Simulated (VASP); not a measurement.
Here is a VASP 6.6.1 calculation.

Contents of INCAR:

```
SYSTEM = Si
ALGO = Normal
DIPOL = 0.5 0.5 0.500
EDIFF = 1E-6
ENCUT = 520
GGA = PE
IDIPOL = 3
ISIF = 2
ISMEAR = 0
LASPH = .TRUE.
LCHARG = .TRUE.
LDIPOL = .TRUE.
LELF = .TRUE.
LREAL = .FALSE.
LVACPOTAV = .TRUE.
LVHAR = .TRUE.
LWAVE = .FALSE.
NBANDS = 11
NELM = 60
PREC = Accurate
SIGMA = 0.1
```

The input KPOINTS:

```
k-points
0
G
  15 15 1
  0 0 0
```

POSCAR

```
Si
1.0
    3.8750000000      0.0000000000      0.0000000000
   -1.9375000000      3.3558484397      0.0000000000
    0.0000000000      0.0000000000     28.0000000000
Si
2
Direct
    0.3333333333      0.6666666667      0.5178571429
    0.6666666667      0.3333333333      0.4821428571
```

Potentials or basis: VASP PAW PBE potentials, release 64 (Si).

The run is started by

```sh
$ cat potpaw_PBE.64/Si/POTCAR > POTCAR
$ mpirun -np 1 vasp_std > vasp.out
```

(1) What does it give for the band gap on the k mesh?

(2) Estimate the largest force.

Results:

(1) zero (band 4 reaches -3.09 eV, above the bottom of band 5 at -3.58 eV).

(2) 2.134 eV/Å.
